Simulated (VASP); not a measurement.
Na2I: single point with PBE

The system is Na2I.

```
CELL_PARAMETERS angstrom
5.64722 0.00000 0.00000
-2.82361 4.89063 0.00000
0.00000 0.00000 3.99088
ATOMIC_POSITIONS crystal
Na 0.33333 0.66667 0.00000
Na 0.66667 0.33333 0.00000
I 0.00000 0.00000 0.50000
```

```yaml
Program: VASP 6.6.1
Task: single point
Functional: PBE
Potentials_or_basis: VASP PAW PBE potentials, release 64 (Na_pv, I)
Cutoff: 520 eV
k_mesh: 6 × 6 × 4
Occupations: gaussian, width 0.1 eV
Spin: no spin polarisation
Dipole_correction: no
Further_INCAR_settings: ALGO = Normal; EDIFF = 1e-06; NBANDS = 18
```

The pressure is 0.0 GPa.

Stress tensor (GPa, compression positive):
```
 0.12  0.00  0.00
 0.00  0.12  0.00
 0.00  0.00 -0.10
```

Levels at points of the mesh, in eV from the Fermi level:
```tsv
k point	band 7	band 8	band 9	band 10	band 11	band 12	band 13	band 14	band 15	band 16
(0.00, 0.00, 0.00)	-13.78	-3.90	-3.90	-2.38	-2.03	1.74	1.74	3.17	3.73	6.74
(0.50, 0.00, 0.00)	-13.74	-4.82	-4.08	-2.34	-0.54	1.08	3.16	3.41	5.41	5.70
(0.00, 0.00, 0.50)	-13.46	-4.98	-3.42	-3.42	0.37	1.13	3.29	3.29	3.73	3.73
(0.50, 0.00, 0.50)	-13.43	-4.74	-3.99	-3.55	-0.03	1.60	2.24	2.31	3.04	6.02
```

It took 32 s on 1 thread of Intel(R) Xeon(R) Platinum 8259CL CPU @ 2.50GHz (Skylake/Cascade Lake), on a shared host, peak memory 0.23 GiB.

Caveat: the k points lie up to 0.39 Å⁻¹ apart; spin-orbit coupling is left out, which moves the levels of the heavy elements; an odd number of electrons without spin polarisation forces a metal; a magnetic or distorted state may lie lower.
